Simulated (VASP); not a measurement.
# Ir2Rh3 (P-3m1) in VASP: further runs

Runs on Ir2Rh3. Level: PBE. Tasks: single point.

Program: VASP 6.6.1. These are calculated values, not measurements. Logs are shortened: lines on timing, memory, paths and dates and some standing lists are left out, and cuts for length are marked.

### Step 1. The cell of the first run

It takes space group P-3m1 (No. 164, trigonal). Conventional cell: a = 2.736 Å, b = 2.736 Å, c = 22.046 Å, α = 90.00°, β = 90.00°, γ = 120.00°. Ir (site symmetry 3m) has 12 Ir at 2.73 to 2.74 Å within 3.6 Å. Ir (site symmetry 3m) has 3 Rh at 2.71 Å and 9 Ir at 2.73 to 2.74 Å within 3.6 Å. Rh (site symmetry 3m) has 9 Rh at 2.71 to 2.74 Å and 3 Ir at 2.71 Å within 3.6 Å. Rh (site symmetry 3m) has 12 Rh at 2.70 to 2.74 Å within 3.6 Å. Rh (site symmetry 3m) has 12 Rh at 2.70 to 2.74 Å within 3.6 Å.

### Step 2. Single point, PBE

Contents of INCAR:

```
PREC = Accurate
ENCUT = 520
EDIFF = 1E-6
ISMEAR = 0
SIGMA = 0.1
LREAL = F
LASPH = T
NELM = 100
ALGO = Normal
ISIF = 2
LWAVE = F
LCHARG = F
GGA = PE
NBANDS = 74
```

Contents of KPOINTS:

```
Automatic mesh
0
Gamma
  6 6 1
```

Contents of POSCAR:

```
Ir2Rh3
1.0
    2.7362187000      0.0000000000      0.0000000000
   -1.3681094000      2.3696349000      0.0000000000
    0.0000000000      0.0000000000     22.0459703000
Ir Rh
4 6
Direct
    0.3333333000      0.6666667000      0.9492690000
    0.3333333000      0.6666667000      0.1514530000
    0.6666667000      0.3333333000      0.8485470000
    0.6666667000      0.3333333000      0.0507310000
    0.3333333000      0.6666667000      0.7485190000
    0.3333333000      0.6666667000      0.3513030000
    0.3333333000      0.6666667000      0.5495970000
    0.6666667000      0.3333333000      0.2514810000
    0.6666667000      0.3333333000      0.4504030000
    0.6666667000      0.3333333000      0.6486970000
```

Potentials or basis: VASP PAW PBE potentials, release 64 (Ir, Rh_pv).

Run with:

```bash
> cat potpaw_PBE.64/Ir/POTCAR potpaw_PBE.64/Rh_pv/POTCAR > POTCAR
> mpirun -np 1 vasp_std > vasp.out
```

OUTCAR:

```text
PREC = Accurate
   ENCUT = 520
   EDIFF = 1E-6
   ISMEAR = 0
   LREAL = F
   LASPH = T
   NELM = 100
   ISIF = 2
   GGA = PE

 ion  position               nearest neighbor table
   1  0.333  0.667  0.949-   3 2.73   3 2.73   3 2.73   4 2.74   4 2.74   4 2.74
   2  0.333  0.667  0.151-   8 2.71   8 2.71   8 2.71   4 2.73   4 2.73   4 2.73
   3  0.667  0.333  0.849-   5 2.71   5 2.71   5 2.71   1 2.73   1 2.73   1 2.73
   4  0.667  0.333  0.051-   2 2.73   2 2.73   2 2.73   1 2.74   1 2.74   1 2.74
   5  0.333  0.667  0.749-  10 2.71  10 2.71  10 2.71   3 2.71   3 2.71   3 2.71
   6  0.333  0.667  0.351-   9 2.70   9 2.70   9 2.70   8 2.71   8 2.71   8 2.71
   7  0.333  0.667  0.550-  10 2.70  10 2.70  10 2.70   9 2.70   9 2.70   9 2.70
   8  0.667  0.333  0.251-   6 2.71   6 2.71   6 2.71   2 2.71   2 2.71   2 2.71
   9  0.667  0.333  0.450-   6 2.70   6 2.70   6 2.70   7 2.70   7 2.70   7 2.70
  10  0.667  0.333  0.649-   7 2.70   7 2.70   7 2.70   5 2.71   5 2.71   5 2.71

  LATTYP: Found a hexagonal cell.
 ALAT       =     2.7362187000
 C/A-ratio  =     8.0570936453

  Lattice vectors:

 A1 = (   2.7362187000,   0.0000000000,   0.0000000000)
 A2 = (  -1.3681094000,   2.3696349000,   0.0000000000)
 A3 = (   0.0000000000,   0.0000000000,  22.0459703000)

Analysis of symmetry for initial positions (statically):
=====================================================================
 Subroutine PRICEL returns:
 Original cell was already a primitive cell.

 Routine SETGRP: Setting up the symmetry group for a
 hexagonal supercell.

 Subroutine GETGRP returns: Found 12 space group operations
 (whereof 12 operations were pure point group operations)
 out of a pool of 24 trial point group operations.

The static configuration has the point symmetry D_3d.

Analysis of symmetry for dynamics (positions and initial velocities):
=====================================================================
 Subroutine PRICEL returns:
 Original cell was already a primitive cell.

 Routine SETGRP: Setting up the symmetry group for a
 hexagonal supercell.

 Subroutine GETGRP returns: Found 12 space group operations
 (whereof 12 operations were pure point group operations)
 out of a pool of 24 trial point group operations.

The dynamic configuration has the point symmetry D_3d.

 Subroutine INISYM returns: Found 12 space group operations
 (whereof 12 operations are pure point group operations),
 and found     1 'primitive' translations

[... 99 lines left out ...]
   ISYM   =      2    0-nonsym 1-usesym 2-fastsym
   POTIM  = 0.5000    time-step for ionic-motion
   TEBEG  =    0.0;   TEEND  =   0.0 temperature during run
   PSTRESS=    0.0 pullay stress
   NELECT =     126.0000    total number of electrons
   NUPDOWN=      -1.0000    fix difference up-down
   EMIN   =  10.00;   EMAX   =-10.00  energy-range for DOS
   EFERMI =   0.00;   METHOD = LEGACY
   ISMEAR =     0;   SIGMA  =   0.10  broadening in eV -4-tet -1-fermi 0-gaus
   EFERMI_NEDOS =   21; number of points for ismear=-14 and -15
   IALGO  =     38    algorithm
   IMIX   =      4    mixing-type and parameters
     AMIX     =   0.40;   BMIX     =  1.00
     AMIX_MAG =   1.60;   BMIX_MAG =  1.00
  volume/ion in A,a.u.               =      14.29        96.46
  Fermi-wavevector in a.u.,A,eV,Ry     =   1.569680  2.966266 33.523341  2.463896
  Thomas-Fermi vector in A             =   2.671527
   LORBIT       =      0    0 simple, 1 ext, 2 COOP (PROOUT), +10 PAW based schemes
   GGA     = PE    functional components
   LHFCALC =     F    Hartree Fock is set to
   AEXX    =    0.0000 exact exchange contribution
   IVDW    =     0    specifies the selected vdW correction
   LEPSILON=     F    determine dielectric tensor
   LRPA    =     F    only Hartree local field effects (RPA)
 non-spin polarized calculation
 Gauss-broadening in eV      SIGMA  =   0.10
  energy-cutoff  :      520.00
  volume of cell :      142.94
 maximum number of plane-waves:      3869
   NGX = 11   NGY = 11   NGZ = 81

 number of electron     126.0000027 magnetization

 Free energy of the ion-electron system (eV)
  ---------------------------------------------------
  ext. energy  EPLUGINS =         0.00000000
  ---------------------------------------------------
  free energy    TOTEN  =       -78.27912460 eV

  energy without entropy =      -78.18423340  energy(sigma->0) =      -78.23167900

 E-fermi :  10.8057     XC(G=0): -13.8411

 val. band max:       10.7838449389   @ k =   0.0000   0.0000   0.0000
 cond. band min:      10.8260191707   @ k =   0.3333   0.3333   0.0000
 fundamental gap:      0.0421742318
 Fermi energy:        10.8056828556

 k-point     1 :       0.0000    0.0000    0.0000
  band No.  band energies     occupation
      1     -36.2109      2.00000
      2     -36.1298      2.00000
      3     -36.0183      2.00000
      4     -35.8629      2.00000
      5     -35.6964      2.00000
      6     -35.5940      2.00000
[... 528 lines left out ...]
     73      16.9442      0.00000
     74      17.3149      0.00000

------------------------ aborting loop because EDIFF is reached ----------------------------------------

  FORCE on cell =-STRESS in cart. coord.  units (eV):
  Direction    XX          YY          ZZ          XY          YZ          ZX
  --------------------------------------------------------------------------------------
  -------------------------------------------------------------------------------------
  Total        2.1422119      2.1422119     -2.2982460     -0.0000000      0.0000000      0.0000000
  in kB       24.0110721     24.0110720    -25.7599862     -0.0000005      0.0000000      0.0000000
  external PRESSURE =       7.4207193 kB  Pullay stress =       0.0000000 kB

 VOLUME and BASIS-vectors are now :
 -----------------------------------------------------------------------------
  energy-cutoff  :      520.00
  volume of cell :      142.94
      direct lattice vectors                 reciprocal lattice vectors
     2.736218700  0.000000000  0.000000000     0.365467863  0.211002977  0.000000000
    -1.368109400  2.369634900  0.000000000     0.000000000  0.422005939  0.000000000
     0.000000000  0.000000000 22.045970300     0.000000000  0.000000000  0.045359764

 POSITION                                       TOTAL-FORCE (eV/Angst)
 -----------------------------------------------------------------------------------
     -0.00000      1.57976     20.92756         0.000000      0.000000     -0.028197
     -0.00000      1.57976      3.33893        -0.000000      0.000000     -0.077925
      1.36811      0.78988     18.70704         0.000000      0.000000      0.077925
      1.36811      0.78988      1.11841         0.000000     -0.000000      0.028197
     -0.00000      1.57976     16.50183         0.000000      0.000000      0.032389
     -0.00000      1.57976      7.74482         0.000000     -0.000000      0.024156
     -0.00000      1.57976     12.11640        -0.000000      0.000000      0.000721
      1.36811      0.78988      5.54414        -0.000000      0.000000     -0.032389
      1.36811      0.78988      9.92957         0.000000     -0.000000     -0.000721
      1.36811      0.78988     14.30115        -0.000000      0.000000     -0.024156
 -----------------------------------------------------------------------------------
    total drift:                                0.000000      0.000000      0.000000

  FREE ENERGIE OF THE ION-ELECTRON SYSTEM (eV)
  ---------------------------------------------------
  free  energy   TOTEN  =       -78.2791245961 eV

  energy  without entropy=      -78.1842333997  energy(sigma->0) =      -78.23167900
```

stdout:

```text
POSCAR found type information on POSCAR IrRh
 POSCAR found :  2 types and      10 ions
 scaLAPACK will be used
 LDA part: xc-table for (Slater+PW92), standard interpolation
 POSCAR, INCAR and KPOINTS ok, starting setup
 FFT: planning ... GRIDC
 FFT: planning ... GRID_SOFT
 FFT: planning ... GRID
 WAVECAR not read
 entering main loop
```

Wall time 4.8 min (1 thread of Intel Xeon Platinum 8259CL at 2.50GHz (Skylake/Cascade Lake), shared host); peak memory 0.26 GiB.

What came out:

```yaml
Free_energy: -78.2791 eV
Pressure: 0.7 GPa
Largest_force: 0.078 eV/Å
Band_gap_on_the_k_mesh: zero (bands 63 and 64 overlap by 2.16 eV)
```

Forces in eV/Å, atoms in the order of the input:
```
Ir   0.000  0.000 -0.028
Ir   0.000  0.000 -0.078
Ir   0.000  0.000  0.078
Ir   0.000  0.000  0.028
Rh   0.000  0.000  0.032
Rh   0.000  0.000  0.024
Rh   0.000  0.000  0.001
Rh   0.000  0.000 -0.032
Rh   0.000  0.000 -0.001
Rh   0.000  0.000 -0.024
```

Levels at points of the mesh, in eV from the Fermi level:
```
           k point  band 63  band 64  band 65  band 66  band 67  band 68  band 69  band 70
(0.00, 0.00, 0.00)    -0.90    -0.73    -0.73    -0.69    -0.69    -0.10    -0.10    -0.02
(0.50, 0.00, 0.00)     0.78     0.85     0.97     1.10     1.22     1.27     1.32     1.46
```

Caveat: the k points lie up to 0.44 Å⁻¹ apart, too coarse for converged energies and pressures of a metal; spin-orbit coupling is left out, which moves the levels of the heavy elements.

### Step 3. Single point, PBE, collinear spin, ferromagnetic start

Contents of INCAR:

```
SYSTEM = Ir2Rh3
PREC = Accurate
ENCUT = 520
EDIFF = 1E-6
ISMEAR = 0
SIGMA = 0.1
LREAL = .False.
LASPH = .True.
NELM = 150
ALGO = Normal
ISIF = 2
LWAVE = .False.
LCHARG = .False.
ISPIN = 2
MAGMOM = 1 1 1 1 1 1 1 1 1 1
LORBIT = 11
LMAXMIX = 4
GGA = PE
NBANDS = 78
```

Contents of KPOINTS:

```
regular mesh
0
Gamma
  6 6 1
  0 0 0
```

POSCAR is that of step 2.

Potentials or basis: VASP PAW PBE potentials, release 64 (Ir, Rh_pv).

Run with:

```bash
> cat potpaw_PBE.64/Ir/POTCAR potpaw_PBE.64/Rh_pv/POTCAR > POTCAR
> mpirun -np 1 vasp_std > vasp.out
```

Wall time 12 min (1 thread of Intel Xeon Platinum 8259CL at 2.50GHz (Skylake/Cascade Lake), shared host); peak memory 0.37 GiB.

Results (log left out):

```
Free energy                                           : -78.2791 eV
Pressure                                              : 0.7 GPa
Largest force                                         : 0.079 eV/Å
Band gap on the k mesh                                : zero (filled and empty bands overlap)
Net moment                                            : -0.01 μB per cell
Valence electrons inside the program's atomic spheres : Ir 8.33, 8.30 (each value once); Rh 13.75, 13.73, 13.74 (each value once)
```

Forces in eV/Å, atoms in the order of the input:
```
Ir   0.000  0.000 -0.028
Ir   0.000  0.000 -0.079
Ir   0.000  0.000  0.079
Ir   0.000  0.000  0.028
Rh   0.000  0.000  0.033
Rh   0.000  0.000  0.024
Rh   0.000  0.000  0.001
Rh   0.000  0.000 -0.033
Rh   0.000  0.000 -0.001
Rh   0.000  0.000 -0.024
```

Stress tensor (GPa, compression positive):
```
 2.38  0.00  0.00
 0.00  2.38  0.00
 0.00  0.00 -2.60
```

Levels at points of the mesh, in eV from the Fermi level:
Spin up:
```csv
k point,band 63,band 64,band 65,band 66,band 67,band 68,band 69,band 70
"(0.00, 0.00, 0.00)",-0.90,-0.73,-0.73,-0.69,-0.69,-0.10,-0.10,-0.02
"(0.50, 0.00, 0.00)",0.78,0.85,0.97,1.10,1.22,1.27,1.32,1.46
```
Spin down:
| k point | band 62 | band 63 | band 64 | band 65 | band 66 | band 67 | band 68 | band 69 | band 70 | band 71 |
| --- | --- | --- | --- | --- | --- | --- | --- | --- | --- | --- |
| (0.00, 0.00, 0.00) | -1.24 | -0.90 | -0.73 | -0.73 | -0.69 | -0.69 | -0.10 | -0.10 | -0.02 | -0.02 |
| (0.50, 0.00, 0.00) | 0.74 | 0.78 | 0.85 | 0.97 | 1.10 | 1.22 | 1.27 | 1.32 | 1.46 | 2.42 |

Caveat: the k points lie up to 0.44 Å⁻¹ apart, too coarse for converged energies and pressures of a metal; spin-orbit coupling is left out, which moves the levels of the heavy elements.

The gap in the log of VASP goes by the Fermi energy; the results here count the filled bands.